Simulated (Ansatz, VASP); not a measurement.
**Two plane-wave programs on Ge**

File INCAR:

```
SYSTEM = Ge
ALGO     = Normal         ! electronic algorithm
EDIFF    = 1E-6           ! SCF threshold, eV
ENCUT    = 520            ! plane-wave cutoff, eV
GGA      = PE             ! functional
ISIF     = 2              ! what is computed and relaxed
ISMEAR   = 0              ! smearing method
LASPH    = .TRUE.         ! aspherical terms in the spheres
LCHARG   = .FALSE.        ! write CHGCAR
LREAL    = .FALSE.        ! projectors in reciprocal space
LWAVE    = .FALSE.        ! write WAVECAR
NBANDS   = 96             ! bands
NELM     = 80             ! most SCF steps
PREC     = Accurate       ! precision mode
SIGMA    = 0.1            ! smearing width, eV
```

KPOINTS

```
k-points
0
G
  4 4 2
  0 0 0
```

File POSCAR:

```
Ge
1.0
    3.8941174100      0.0000000000      0.0000000000
    0.0000000000      6.4721260000      0.0000000000
    0.0000000000      0.0000000000     10.9909788000
Ge
12
Direct
    0.8842754200      0.3179978700      0.2012293300
    0.3842754200      0.1820021300      0.2987706700
    0.6157245800      0.8179978700      0.2987706700
    0.1157245800      0.6820021300      0.2012293300
    0.1157245800      0.6820021300      0.7987706700
    0.6157245800      0.8179978700      0.7012293300
    0.3842754200      0.1820021300      0.7012293300
    0.8842754200      0.3179978700      0.7987706700
    0.7474270600      0.8809678000      0.5000000000
    0.2474270600      0.6190322000      0.0000000000
    0.7525729400      0.3809678000      0.0000000000
    0.2525729400      0.1190322000      0.5000000000
```

Input for Ansatz:

```yaml
crystal:
  lattice:
    - [3.89411741, 0.0, 0.0]
    - [0.0, 6.472126, 0.0]
    - [0.0, 0.0, 10.9909788]
  atoms:
    - { symbol: Ge, position: [0.88427542, 0.31799787, 0.20122933] }
    - { symbol: Ge, position: [0.38427542, 0.18200213, 0.29877067] }
    - { symbol: Ge, position: [0.61572458, 0.81799787, 0.29877067] }
    - { symbol: Ge, position: [0.11572458, 0.68200213, 0.20122933] }
    - { symbol: Ge, position: [0.11572458, 0.68200213, 0.79877067] }
    - { symbol: Ge, position: [0.61572458, 0.81799787, 0.70122933] }
    - { symbol: Ge, position: [0.38427542, 0.18200213, 0.70122933] }
    - { symbol: Ge, position: [0.88427542, 0.31799787, 0.79877067] }
    - { symbol: Ge, position: [0.74742706, 0.8809678, 0.5] }
    - { symbol: Ge, position: [0.24742706, 0.6190322, 0.0] }
    - { symbol: Ge, position: [0.75257294, 0.3809678, 0.0] }
    - { symbol: Ge, position: [0.25257294, 0.1190322, 0.5] }
basis:
  ecutwfc: 420
kpoints:
  mp_grid: { grid: [4, 4, 2] }
hamiltonian:
  xc: pbe
scf:
  occupations: { method: gaussian, width: 0.1 }
  lower_state_search: "off"
output:
  forces: true
  stress: true
  eigenvalues: true
```

Alike in both runs: task single point; functional PBE; k mesh 4 × 4 × 2; occupations gaussian, width 0.1 eV; no spin polarisation.

|  | VASP | Ansatz |
| --- | --- | --- |
| version | VASP 6.6.1 | Ansatz 0.2.0 |
| potentials or method | VASP PAW PBE potentials, release 64 (Ge_d), cutoff 520 eV | scalar-relativistic, plane waves, PAW |
| valence electrons in the cell | 168 | 168 |

|  | VASP | Ansatz | Ansatz less VASP |
| --- | --- | --- | --- |
| gap on the k mesh at the Fermi level (eV) | none | none | - |
| pressure (GPa) | 11.7 | 11.7 | +0.07 |
| traceless stress, the component that is largest in VASP (GPa) | 8.10 | 8.14 | +0.039 |
| rms of the force components (eV/Å) | 0.637 | 0.638 | +0.0010 |

Atom by atom the forces differ by 0.003 eV/Å (rms over components). A gap of «none» marks a metal or a gap that the smearing closes.

The k mesh is coarse, so the values compare programs but aren't converged.
